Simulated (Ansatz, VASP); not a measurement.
**One calculation of InSe, two programs**

```
Se In
1.0
     4.02661    0.00000    0.00000
    -2.01331    3.48715    0.00000
     0.00000    0.00000   28.27071
Se In
4 4
Direct
  0.00000 0.00000 0.15918
  0.00000 0.00000 0.34967
  0.00000 0.44444 0.47559
  0.00000 0.44444 0.66609
  0.66667 0.33333 0.20500
  0.66667 0.33333 0.30385
  0.66667 0.77778 0.52142
  0.66667 0.77778 0.62026
```

Alike in both runs: task single point; functional PBE; dispersion D3(BJ); k mesh 9 × 9 × 1; occupations gaussian, width 0.05 eV; no spin polarisation.

|  | VASP | Ansatz |
| --- | --- | --- |
| version | VASP 6.6.1 | Ansatz 0.2.0 |
| potentials or method | VASP PAW PBE potentials, release 64 (Se, In_d), cutoff 520 eV | scalar-relativistic, plane waves, PAW |
| valence electrons in the cell | 76 | 116 |

Ansatz gave:

| Item | Value |
| --- | --- |
| gap on the k mesh at the Fermi level (eV) | 1.23 |
| least direct gap on the mesh (eV) | 1.27 |
| rms of the force components (eV/Å) | 0.019 |

Question: Estimate VASP's values.

Answer: gap on the k mesh at the Fermi level (eV): 1.22; least direct gap on the mesh (eV): 1.26; rms of the force components (eV/Å): 0.022.

VASP's potentials hold 76 valence electrons a cell and Ansatz's 116, so a difference there can come from the potentials and not from the codes.
